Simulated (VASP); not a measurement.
Be:

```
Be
1.0
     2.29950    0.00000    0.00000
    -1.14975    1.99143    0.00000
     0.00000    0.00000    3.60090
Be
2
Direct
  0.33333 0.66667 0.25000
  0.66667 0.33333 0.75000
```

| Item | Value |
| --- | --- |
| Program | VASP 6.6.1 |
| Task | relaxation of cell and atoms |
| Functional | PBE |
| Potentials or basis | VASP PAW PBE potentials, release 64 (Be) |
| Cutoff | 600 eV |
| k mesh | 21 × 21 × 12 |
| Occupations | gaussian, width 0.1 eV |
| Spin | no spin polarisation |

At the start: pressure -4.6 GPa; volume 8.24 Å³/atom.

Q: Where does the relaxation end?

A: Over 6 steps the energy falls by 5.0 meV/atom and the volume is 7.91 Å³/atom (-4.0 %); space group P6_3/mmc (No. 194, to 0.05 Å).

The path:
| step | energy change (eV) | largest force (eV/Å) | pressure (GPa) | volume (Å³) |
| --- | --- | --- | --- | --- |
| 1 | 0.0000 | 0.0000 | -4.60 | 16.49 |
| 2 | -0.0097 | 0.0000 | -0.72 | 15.93 |
| 3 | -0.0100 | 0.0000 | 0.04 | 15.83 |
| 4 | -0.0100 | 0.0000 | 0.14 | 15.82 |
| 5 | -0.0101 | 0.0000 | 0.09 | 15.82 |
| 6 | -0.0101 | 0.0000 | 0.08 | 15.82 |

Final structure:
```xyz
2
Lattice="2.2629 0.0000 0.0000 -1.1315 1.9598 0.0000 0.0000 0.0000 3.5677" Properties=species:S:1:pos:R:3 pbc="T T T"
Be    0.0000    1.3065    0.8919
Be    1.1315    0.6533    2.6758
```
